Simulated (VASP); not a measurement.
P:

```
P
1.0
     2.54276    0.00000    0.00000
     0.00000    2.54276    0.00000
     0.00000    0.00000    2.54276
P
1
Direct
  0.00000 0.00000 0.00000
```

```yaml
Program: VASP 6.6.1
Task: relaxation of cell and atoms
Functional: PBE
Potentials_or_basis: VASP PAW PBE potentials, release 64 (P)
Cutoff: 600 eV
k_mesh: 12 × 12 × 12
Occupations: fermi-dirac, width 0.1 eV
Spin: no spin polarisation
```

At the start: pressure -9.6 GPa; volume 16.44 Å³/atom.

**Question.** How do energy, volume and symmetry change on relaxing?

**Answer.** Over 4 steps the energy falls by 60.1 meV/atom and the volume is 14.54 Å³/atom (-11.6 %); space group Pm-3m (No. 221, to 0.05 Å).

Step by step:
```
step  energy change (eV)  largest force (eV/Å)  pressure (GPa)  volume (Å³)
   1              0.0000                0.0000           -9.59        16.44
   2             -0.0575                0.0000            2.56        14.21
   3             -0.0601                0.0000           -0.15        14.57
   4             -0.0601                0.0000            0.09        14.54
```

Final structure:
```
P
1.0
     2.44055    0.00000    0.00000
     0.00000    2.44055    0.00000
     0.00000    0.00000    2.44055
P
1
Direct
  0.00000 0.00000 0.00000
```
